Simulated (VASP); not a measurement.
Input of a VASP 6.6.1 run:

File POSCAR:

```
AlGaN2
1.0
    3.3268380107      0.0000000000      0.0000000000
    0.0000000000      3.3268380107      0.0000000000
    0.0000000000      0.0000000000      4.1049164559
Al Ga N
1 1 2
Direct
    0.5000000000      0.5000000000      0.5000000000
    0.0000000000      0.0000000000      0.0000000000
    0.5000000000      0.0000000000      0.7367730442
    0.0000000000      0.5000000000      0.2632269558
```

The input INCAR.step1:

```
PREC     = Accurate       # precision mode
ENCUT    = 520            # plane-wave cutoff, eV
ISMEAR   = 0              # smearing method
SIGMA    = 0.02           # smearing width, eV
LREAL    = F              # projectors in reciprocal space
LASPH    = T              # aspherical terms in the spheres
NELM     = 80             # most SCF steps
NBANDS   = 21             # bands
GGA      = PE             # functional
ALGO     = Normal         # electronic algorithm
EDIFF    = 1E-4           # SCF threshold, eV
LWAVE    = T              # write WAVECAR
LCHARG   = F              # write CHGCAR
```

Contents of INCAR.step2:

```
PREC     = Accurate       # precision mode
ENCUT    = 520            # plane-wave cutoff, eV
EDIFF    = 1E-7           # SCF threshold, eV
ISMEAR   = 0              # smearing method
SIGMA    = 0.02           # smearing width, eV
LREAL    = F              # projectors in reciprocal space
LASPH    = T              # aspherical terms in the spheres
NELM     = 80             # most SCF steps
ALGO     = Normal         # electronic algorithm
ISIF     = 2              # what is computed and relaxed
LWAVE    = F              # write WAVECAR
LCHARG   = F              # write CHGCAR
METAGGA  = R2SCAN         # meta-GGA
LMIXTAU  = T            
NBANDS   = 21             # bands
ISTART   = 1
```

Contents of KPOINTS:

```
regular mesh
0
Gamma
  8 8 6
```

Potentials or basis: VASP PAW PBE potentials, release 64 (Al, Ga_d, N).

Run with:

```console
$ cat potpaw_PBE.64/Al/POTCAR potpaw_PBE.64/Ga_d/POTCAR potpaw_PBE.64/N/POTCAR > POTCAR
$ cp INCAR.step1 INCAR
$ mpirun -np 1 vasp_std > vasp.out
$ cp INCAR.step2 INCAR
$ mpirun -np 1 vasp_std > vasp.out
```

(1) Estimate the largest force.

(2) What does it give for the band gap on the k mesh?

(3) Estimate the pressure.

## Answers

(1) 0.073 eV/Å.

(2) 2.89 eV.

(3) -8.9 GPa.

Caveat: the cell differs from its parent crystal (biaxial strain in the a-b plane: +6.0 %, then relaxed in part); the cell stands under tension; the PAW data sets were made with another functional, which shifts forces and pressure a little.
